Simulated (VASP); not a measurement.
# SnO: relaxation of cell and atoms with PBE

SnO:

```xyz
2
Lattice="0.0000 2.5733 2.5733 2.5733 0.0000 2.5733 2.5733 2.5733 0.0000" Properties=species:S:1:pos:R:3 pbc="T T T"
Sn    3.8600    3.8600    3.8600
O     0.0000    0.0000    0.0000
```

```
Program                : VASP 6.6.1
Task                   : relaxation of cell and atoms
Functional             : PBE
Potentials or basis    : VASP PAW PBE potentials, release 64 (Sn_d, O)
Cutoff                 : 600 eV
k mesh                 : 6 × 6 × 6
Occupations            : gaussian, width 0.1 eV
Spin                   : no spin polarisation
Dipole correction      : no
Further INCAR settings : ALGO = Normal; EDIFF = 1e-07; IBRION = 2; EDIFFG = -0.04; NSW = 90; ISIF = 3
```

| Item | Value |
| --- | --- |
| Relaxed volume | 20.62 Å³/atom |
| Relaxed cell | a = 3.878 Å, b = 3.878 Å, c = 3.878 Å, α = 60.00°, β = 60.00°, γ = 60.00° |
| Space group after relaxing (to 0.05 Å) | F-43m (No. 216) |
| Energy gained by relaxing | 159.0 meV/atom |
| Ionic steps | 3 |
| Pressure after relaxing | -0.1 GPa |
| Band gap on the k mesh | zero (band 10 reaches 5.63 eV, above the bottom of band 11 at 5.48 eV) |

The path:
```
step  energy change (eV)  largest force (eV/Å)  pressure (GPa)  volume (Å³)
   1              0.0000                0.0000           15.64        34.08
   2             -0.3039                0.0000           -2.48        42.96
   3             -0.3181                0.0000           -0.09        41.24
```

Final structure:
```
Sn O
1.0
     0.00000    2.74222    2.74222
     2.74222    0.00000    2.74222
     2.74222    2.74222    0.00000
Sn O
1 1
Direct
  0.75000 0.75000 0.75000
  0.00000 0.00000 0.00000
```

Levels at points of the mesh, in eV from the Fermi level:
```csv
k point,band 7,band 8,band 9,band 10,band 11,band 12,band 13,band 14
"(0.00, 0.00, 0.00)",-6.25,-3.45,-3.45,-3.45,4.38,4.38,4.38,8.81
"(0.50, 0.00, 0.00)",-7.75,-3.86,-3.86,-2.36,1.70,4.53,4.53,8.47
"(0.50, 0.50, 0.00)",-7.60,-4.58,-4.58,-0.52,-0.19,5.11,5.11,5.48
```

Wall time 28 s on 1 thread of AMD EPYC 7R43 64-Core Processor (Zen 3), on a shared host, peak memory 0.14 GiB.

Caveat: the volume moved by over 15 % at a fixed basis, so the end points are rough; spin-orbit coupling is left out, which moves the levels of the heavy elements.
